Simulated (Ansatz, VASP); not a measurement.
**CdHgS2 in VASP and in Ansatz**

```
Cd S Hg
1.0
     4.18085    0.00000    0.00000
     0.00000    4.18085    0.00000
     0.00000    0.00000    5.88430
Cd S Hg
1 2 1
Direct
  0.00000 0.00000 0.00000
  0.00000 0.50000 0.24656
  0.50000 0.00000 0.75344
  0.50000 0.50000 0.50000
```

Alike in both runs: task single point; functional LDA; k mesh 4 × 4 × 4; no spin polarisation.

|  | VASP | Ansatz |
| --- | --- | --- |
| version | VASP 6.6.1 | Ansatz 0.2.0 |
| potentials or method | VASP PAW LDA potentials, release 64 (Cd, S, Hg) | plane waves |
| plane-wave cutoff (eV) | 500 | 420 |
| occupations | gaussian, width 0.01 eV | fixed |
| valence electrons in the cell | 36 | 52 |

VASP gave:

* gap on the k mesh at the Fermi level (eV): 0.05
* pressure (GPa): -3.1

Task: What did Ansatz give for the same quantities?

Result: gap on the k mesh at the Fermi level (eV): 0.02; pressure (GPa): -3.5.

LDA's correlation is that of Perdew and Zunger in VASP and of Perdew and Wang (1992) in Ansatz. VASP's potentials hold 36 valence electrons a cell and Ansatz's 52, so a difference there can come from the potentials and not from the codes.

Neither program's run includes spin-orbit coupling.
